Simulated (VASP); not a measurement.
# Mn (Pm-3n) in VASP: single point with revPBE

Aim: the single point of Mn with revPBE.

Everything below comes from runs of VASP 6.6.1. Logs are shortened: lines on timing, memory, paths and dates and some standing lists are left out, and cuts for length are marked.

## 1. The cell of the first run

Symmetry: Pm-3n, No. 223, cubic system. The conventional cell has a = 4.440 Å, b = 4.440 Å, c = 4.440 Å, α = 90.00°, β = 90.00°, γ = 90.00°. Mn (site symmetry m-3) has 12 Mn at 2.48 Å within 3.3 Å. Within 2.9 Å of Mn (site symmetry -4m2) lie 14 Mn at 2.22 to 2.72 Å.

## 2. Single point, revPBE, collinear spin

Input file INCAR:

```
  PREC = Accurate
  ENCUT = 520
  EDIFF = 1E-6
  ISMEAR = -1
  SIGMA = 0.05
  LREAL = F
  LASPH = T
  NELM = 150
  ALGO = Normal
  ISIF = 2
  LWAVE = F
  LCHARG = T
  ISPIN = 2
  MAGMOM = -0.26 -0.26 -0.077 -0.077 -0.077 -0.077 -0.077 -0.077
  LORBIT = 11
  LMAXMIX = 4
  GGA = RE
  LELF = T
  LVHAR = T
  NBANDS = 66
```

Input file KPOINTS:

```
Automatic mesh
0
Gamma
  8 8 8
```

Input file POSCAR:

```
Mn
1.0
    4.4403324772      0.0000000000      0.0000000000
    0.0000000000      4.4403324772      0.0000000000
    0.0000000000      0.0000000000      4.4403324772
Mn
8
Direct
    0.0000000000      0.0000000000      0.0000000000
    0.5000000000      0.5000000000      0.5000000000
    0.2500000000      0.0000000000      0.5000000000
    0.7500000000      0.0000000000      0.5000000000
    0.5000000000      0.2500000000      1.0000000000
    0.5000000000      0.7500000000      0.0000000000
    1.0000000000      0.5000000000      0.2500000000
    1.0000000000      0.5000000000      0.7500000000
```

Potentials or basis: VASP PAW PBE potentials, release 64 (Mn_pv).

On the command line:

```bash
> cat potpaw_PBE.64/Mn_pv/POTCAR > POTCAR
> mpirun -np 1 vasp_std > vasp.out
```

OUTCAR:

```text
PREC = Accurate
   ENCUT = 520
   EDIFF = 1E-6
   ISMEAR = -1
   LREAL = F
   LASPH = T
   NELM = 150
   ISIF = 2
   ISPIN = 2
   LORBIT = 11
   GGA = RE

 ion  position               nearest neighbor table
   1  0.000  0.000  0.000-   3 2.48   4 2.48   5 2.48   6 2.48   7 2.48   8 2.48   3 2.48   4 2.48
                             7 2.48   8 2.48   5 2.48   6 2.48
   2  0.500  0.500  0.500-   3 2.48   4 2.48   5 2.48   6 2.48   7 2.48   8 2.48   5 2.48   6 2.48
                             3 2.48   4 2.48   7 2.48   8 2.48
   3  0.250  0.000  0.500-   4 2.22   4 2.22   1 2.48   1 2.48   2 2.48   2 2.48   8 2.72   7 2.72
                             8 2.72   7 2.72   6 2.72   5 2.72   5 2.72   6 2.72
   4  0.750  0.000  0.500-   3 2.22   3 2.22   1 2.48   1 2.48   2 2.48   2 2.48   8 2.72   7 2.72
                             8 2.72   7 2.72   6 2.72   5 2.72   5 2.72   6 2.72
   5  0.500  0.250  0.000-   6 2.22   6 2.22   1 2.48   2 2.48   2 2.48   1 2.48   8 2.72   7 2.72
                             7 2.72   8 2.72   3 2.72   4 2.72   3 2.72   4 2.72
   6  0.500  0.750  0.000-   5 2.22   5 2.22   1 2.48   2 2.48   2 2.48   1 2.48   8 2.72   7 2.72
                             7 2.72   8 2.72   3 2.72   4 2.72   3 2.72   4 2.72
   7  0.000  0.500  0.250-   8 2.22   8 2.22   1 2.48   2 2.48   1 2.48   2 2.48   3 2.72   4 2.72
                             5 2.72   3 2.72   4 2.72   6 2.72   5 2.72   6 2.72
   8  0.000  0.500  0.750-   7 2.22   7 2.22   1 2.48   2 2.48   1 2.48   2 2.48   3 2.72   4 2.72
                             5 2.72   3 2.72   4 2.72   6 2.72   5 2.72   6 2.72

  LATTYP: Found a simple cubic cell.
 ALAT       =     4.4403324772

  Lattice vectors:

 A1 = (   4.4403324772,   0.0000000000,   0.0000000000)
 A2 = (   0.0000000000,   4.4403324772,   0.0000000000)
 A3 = (   0.0000000000,   0.0000000000,   4.4403324772)

Analysis of symmetry for initial positions (statically):
=====================================================================
 Subroutine PRICEL returns:
 Original cell was already a primitive cell.

 Routine SETGRP: Setting up the symmetry group for a
 simple cubic supercell.

 Subroutine GETGRP returns: Found 48 space group operations
 (whereof 24 operations were pure point group operations)
 out of a pool of 48 trial point group operations.

The static configuration has the point symmetry T_h .
 The point group associated with its full space group is O_h .

Analysis of symmetry for dynamics (positions and initial velocities):
=====================================================================
 Subroutine PRICEL returns:
 Original cell was already a primitive cell.

 Routine SETGRP: Setting up the symmetry group for a
 simple cubic supercell.

 Subroutine GETGRP returns: Found 48 space group operations
 (whereof 24 operations were pure point group operations)
 out of a pool of 48 trial point group operations.

The dynamic configuration has the point symmetry T_h .
 The point group associated with its full space group is O_h .

Analysis of structural, dynamic, and magnetic symmetry:
=====================================================================
 Subroutine PRICEL returns:
 Original cell was already a primitive cell.

 Routine SETGRP: Setting up the symmetry group for a
 simple cubic supercell.

 Subroutine GETGRP returns: Found 48 space group operations
 (whereof 24 operations were pure point group operations)
 out of a pool of 48 trial point group operations.

The overall configuration has the point symmetry T_h .
 The point group associated with its full space group is O_h .

 Subroutine INISYM returns: Found 48 space group operations
 (whereof 24 operations are pure point group operations),
 and found     1 'primitive' translations

----------------------------------------------------------------------------------------

                                     Primitive cell

  volume of cell :      87.5480

  direct lattice vectors                    reciprocal lattice vectors
     4.440332477  0.000000000  0.000000000     0.225208361  0.000000000  0.000000000
     0.000000000  4.440332477  0.000000000     0.000000000  0.225208361  0.000000000
     0.000000000  0.000000000  4.440332477     0.000000000  0.000000000  0.225208361

  length of vectors
     4.440332477  4.440332477  4.440332477     0.225208361  0.225208361  0.225208361
[... 83 lines left out ...]
 SYSTEM =  unknown system
   PREC   = accura    normal or accurate (medium, high low for compatibility)
   ISTART =      0    job   : 0-new  1-cont  2-samecut
   ICHARG =      2    charge: 1-file 2-atom 10-const
   ISPIN  =      2    spin polarized calculation?
   LNONCOLLINEAR =      F non collinear calculations
   LSORBIT =      F    spin-orbit coupling
   LASPH  =      T    aspherical Exc in radial PAW
   ENCUT  =  520.0 eV  38.22 Ry    6.18 a.u.   8.26  8.26  8.26*2*pi/ulx,y,z
   NELM   =    150;   NELMIN=  2; NELMDL= -5     # of ELM steps
   EDIFF  = 0.1E-05   stopping-criterion for ELM
   LREAL  =      F    real-space projection
   EDIFFG = 0.1E-04   stopping-criterion for IOM
   NSW    =      0    number of steps for IOM
   IBRION =     -1    ionic relax: 0-MD 1-quasi-New 2-CG
   NFREE  =      0    steps in history (QN), initial steepest desc. (CG)
   ISIF   =      2    stress and relaxation
   ISYM   =      2    0-nonsym 1-usesym 2-fastsym
   POTIM  = 0.5000    time-step for ionic-motion
   TEBEG  =    0.0;   TEEND  =   0.0 temperature during run
   PSTRESS=    0.0 pullay stress
   NELECT =     104.0000    total number of electrons
   NUPDOWN=      -1.0000    fix difference up-down
   EMIN   =  10.00;   EMAX   =-10.00  energy-range for DOS
   EFERMI =   0.00;   METHOD = LEGACY
   ISMEAR =    -1;   SIGMA  =   0.05  broadening in eV -4-tet -1-fermi 0-gaus
   EFERMI_NEDOS =   21; number of points for ismear=-14 and -15
   IALGO  =     38    algorithm
   IMIX   =      4    mixing-type and parameters
     AMIX     =   0.40;   BMIX     =  1.00
     AMIX_MAG =   1.60;   BMIX_MAG =  1.00
  volume/ion in A,a.u.               =      10.94        73.85
  Fermi-wavevector in a.u.,A,eV,Ry     =   1.733819  3.276443 40.900865  3.006129
  Thomas-Fermi vector in A             =   2.807733
   LORBIT       =     11    0 simple, 1 ext, 2 COOP (PROOUT), +10 PAW based schemes
   GGA     = RE    functional components
   LHFCALC =     F    Hartree Fock is set to
   AEXX    =    0.0000 exact exchange contribution
   IVDW    =     0    specifies the selected vdW correction
   LEPSILON=     F    determine dielectric tensor
   LRPA    =     F    only Hartree local field effects (RPA)
 spin polarized calculation
  energy-cutoff  :      520.00
  volume of cell :       87.55
 maximum number of plane-waves:      2375
 NGX is ok and might be reduce to    36
   NGX = 17   NGY = 17   NGZ = 17

 number of electron     103.9999943 magnetization      -0.0236348

 number of electron     103.9999943 magnetization       0.0277953

 Free energy of the ion-electron system (eV)
  ---------------------------------------------------
  ext. energy  EPLUGINS =         0.00000000
  ---------------------------------------------------
  free energy    TOTEN  =       -68.15062786 eV

  energy without entropy =      -68.01957341  energy(sigma->0) =      -68.08510063

 E-fermi :  10.5286     XC(G=0): -13.8134

 val. band max:       10.5252102140   @ k =   0.2500   0.0000   0.0000
 cond. band min:      10.5288903527   @ k =   0.3750   0.2500   0.2500
 fundamental gap:      0.0036801386
 Fermi energy:        10.5285545938

 spin component 1

 k-point     1 :       0.0000    0.0000    0.0000
  band No.  band energies     occupation
      1     -38.3532      1.00000
      2     -38.3532      1.00000
      3     -38.2672      1.00000
      4     -38.0329      1.00000
      5     -38.0329      1.00000
      6     -38.0329      1.00000
[... 1597 lines left out ...]
     63      11.6898      0.00000
     64      11.8528      0.00000

 [... further k-points ...]

 spin component 2

 k-point     1 :       0.0000    0.0000    0.0000
  band No.  band energies     occupation
      1     -38.3396      1.00000
      2     -38.3396      1.00000
      3     -38.2535      1.00000
      4     -38.0281      1.00000
      5     -38.0281      1.00000
      6     -38.0281      1.00000
[... 1597 lines left out ...]
     63      11.6904      0.00000
     64      11.8517      0.00000

 [... further k-points ...]

 [bands above 64 left out]

------------------------ aborting loop because EDIFF is reached ----------------------------------------

  FORCE on cell =-STRESS in cart. coord.  units (eV):
  Direction    XX          YY          ZZ          XY          YZ          ZX
  --------------------------------------------------------------------------------------
  -------------------------------------------------------------------------------------
  Total        0.1132995      0.1132995      0.1132995      0.0000000      0.0000000      0.0000000
  in kB        2.0734426      2.0734426      2.0734426      0.0000000      0.0000000      0.0000000
  external PRESSURE =       2.0734426 kB  Pullay stress =       0.0000000 kB

 VOLUME and BASIS-vectors are now :
 -----------------------------------------------------------------------------
  energy-cutoff  :      520.00
  volume of cell :       87.55
      direct lattice vectors                 reciprocal lattice vectors
     4.440332477  0.000000000  0.000000000     0.225208361  0.000000000  0.000000000
     0.000000000  4.440332477  0.000000000     0.000000000  0.225208361  0.000000000
     0.000000000  0.000000000  4.440332477     0.000000000  0.000000000  0.225208361

 POSITION                                       TOTAL-FORCE (eV/Angst)
 -----------------------------------------------------------------------------------
      0.00000      0.00000      0.00000         0.000000     -0.000000      0.000000
      2.22017      2.22017      2.22017         0.000000     -0.000000      0.000000
      1.11008      0.00000      2.22017         0.000000      0.000000     -0.000000
      3.33025      0.00000      2.22017        -0.000000      0.000000     -0.000000
      2.22017      1.11008      0.00000         0.000000     -0.000000      0.000000
      2.22017      3.33025      0.00000        -0.000000      0.000000     -0.000000
      0.00000      2.22017      1.11008         0.000000      0.000000     -0.000000
      0.00000      2.22017      3.33025        -0.000000      0.000000      0.000000
 -----------------------------------------------------------------------------------
    total drift:                                0.000000      0.000000     -0.000000

  FREE ENERGIE OF THE ION-ELECTRON SYSTEM (eV)
  ---------------------------------------------------
  free  energy   TOTEN  =       -68.1506278640 eV

  energy  without entropy=      -68.0195734054  energy(sigma->0) =      -68.08510063

 total charge

# of ion       s       p       d       tot
------------------------------------------
    1        0.424   6.412   5.140  11.976
    2        0.424   6.412   5.140  11.976
    3        0.413   6.394   5.146  11.952
    4        0.413   6.394   5.146  11.952
    5        0.413   6.394   5.146  11.952
    6        0.413   6.394   5.146  11.952
    7        0.413   6.394   5.146  11.952
    8        0.413   6.394   5.146  11.952
--------------------------------------------------
tot          3.325  51.185  41.155  95.665

 magnetization (x)

# of ion       s       p       d       tot
------------------------------------------
    1       -0.000  -0.001  -0.027  -0.028
    2       -0.000  -0.001  -0.027  -0.028
    3        0.000   0.000   0.014   0.014
    4        0.000   0.000   0.014   0.014
    5        0.000   0.000   0.014   0.014
    6        0.000   0.000   0.014   0.014
    7        0.000   0.000   0.014   0.014
    8        0.000   0.000   0.014   0.014
--------------------------------------------------
tot         -0.000  -0.001   0.030   0.029
```

Wall time 14 min (1 thread of Oxide Virtual Turin-like, shared host); peak memory 0.37 GiB.

Results:

- Free energy: -68.1506 eV
- Pressure: 0.2 GPa
- Band gap on the k mesh: zero (filled and empty bands overlap)
- Net moment: 0.03 μB per cell
- Site moments: Mn -0.03, +0.01 (each value once) μB
- Valence electrons inside the program's atomic spheres: Mn 11.98, 11.95 (each value once)

Levels at points of the mesh, in eV from the Fermi level:
Spin up:
| k point | band 48 | band 49 | band 50 | band 51 | band 52 | band 53 | band 54 | band 55 | band 56 | band 57 |
| --- | --- | --- | --- | --- | --- | --- | --- | --- | --- | --- |
| (0.00, 0.00, 0.00) | -0.98 | -0.98 | 0.02 | 0.02 | 0.02 | 0.07 | 0.07 | 0.07 | 0.33 | 0.33 |
| (0.50, 0.00, 0.00) | -1.30 | -0.41 | -0.41 | -0.41 | -0.41 | -0.15 | -0.15 | 0.29 | 0.29 | 0.78 |
| (0.50, 0.50, 0.00) | -0.69 | -0.69 | -0.68 | -0.53 | -0.12 | 0.20 | 0.36 | 0.38 | 0.49 | 0.59 |
| (0.50, 0.50, 0.50) | -1.67 | -0.08 | -0.08 | -0.08 | -0.08 | -0.08 | -0.08 | 0.89 | 0.89 | 0.89 |
Spin down:
| k point | band 50 | band 51 | band 52 | band 53 | band 54 | band 55 |
| --- | --- | --- | --- | --- | --- | --- |
| (0.00, 0.00, 0.00) | 0.02 | 0.02 | 0.02 | 0.09 | 0.09 | 0.09 |
| (0.50, 0.00, 0.00) | -0.41 | -0.40 | -0.40 | -0.16 | -0.16 | 0.30 |
| (0.50, 0.50, 0.00) | -0.67 | -0.52 | -0.11 | 0.21 | 0.36 | 0.38 |
| (0.50, 0.50, 0.50) | -0.07 | -0.07 | -0.07 | -0.07 | -0.07 | 0.89 |

Caveat: the PAW data sets were made with another functional, which shifts forces and pressure a little.
